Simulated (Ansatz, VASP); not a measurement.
# TiRh3 in VASP and in Ansatz

File INCAR:

```
PREC = Accurate
ENCUT = 520
EDIFF = 1E-6
ISMEAR = -1
SIGMA = 0.03
LREAL = F
LASPH = T
NELM = 80
ALGO = Normal
ISIF = 2
LWAVE = F
LCHARG = F
GGA = CA
NBANDS = 36
```

The input KPOINTS:

```
Automatic mesh
0
Gamma
  10 10 10
```

Contents of POSCAR:

```
TiRh3
1.0
    3.8602200000      0.0000000000      0.0000000000
    0.0000000000      3.8602200000      0.0000000000
    0.0000000000      0.0000000000      3.8220000000
Ti Rh
1 3
Direct
    0.0000000000      0.0000000000      0.0000000000
    0.0000000000      0.5000000000      0.5000000000
    0.5000000000      0.0000000000      0.5000000000
    0.5000000000      0.5000000000      0.0000000000
```

Input for Ansatz:

```yaml
crystal:
  lattice:
    - [3.86022, 0.0, 0.0]
    - [0.0, 3.86022, 0.0]
    - [0.0, 0.0, 3.822]
  atoms:
    - { symbol: Ti, position: [0.0, 0.0, 0.0] }
    - { symbol: Rh, position: [0.0, 0.5, 0.5] }
    - { symbol: Rh, position: [0.5, 0.0, 0.5] }
    - { symbol: Rh, position: [0.5, 0.5, 0.0] }
kpoints:
  mp_grid: { grid: [10, 10, 10] }
  band_path:
    path:
      - [0.0, 0.0, 0.0]
      - [0.0, 0.5, 0.0]
      - [0.5, 0.5, 0.0]
      - [0.0, 0.0, 0.0]
      - [0.0, 0.0, 0.5]
      - [0.0, 0.5, 0.5]
      - [0.5, 0.5, 0.5]
      - [0.0, 0.0, 0.5]
      - [0.0, 0.5, 0.0]
    npoints: 5
scf:
  occupations: { method: fermi_dirac, width: 0.03 }
hamiltonian:
  xc: lda
  pseudopotentials: { kind: all_electron, lapw: { basis_error: 0.001 } }
output:
  forces: true
  stress: true
  eigenvalues: true
```

Change from the starting cell: equal xx and yy strain of +1 %.

Alike in both runs: task single point; functional LDA; k mesh 10 × 10 × 10; occupations fermi-dirac, width 0.03 eV; no spin polarisation.

|  | VASP | Ansatz |
| --- | --- | --- |
| version | VASP 6.6.1 | Ansatz 0.2.0 |
| potentials or method | VASP PAW LDA potentials, release 64 (Ti_sv, Rh_pv), cutoff 520 eV | all-electron LAPW, scalar-relativistic |

```tsv
	VASP	Ansatz	Ansatz less VASP
pressure (GPa)	-13.9	-14.6	-0.66
traceless stress, the component that is largest in VASP (GPa)	1.17	1.17	+0.002
```

LDA's correlation is that of Perdew and Zunger in VASP and of Perdew and Wang (1992) in Ansatz. Ansatz ran all-electron here, and VASP with PAW potentials.
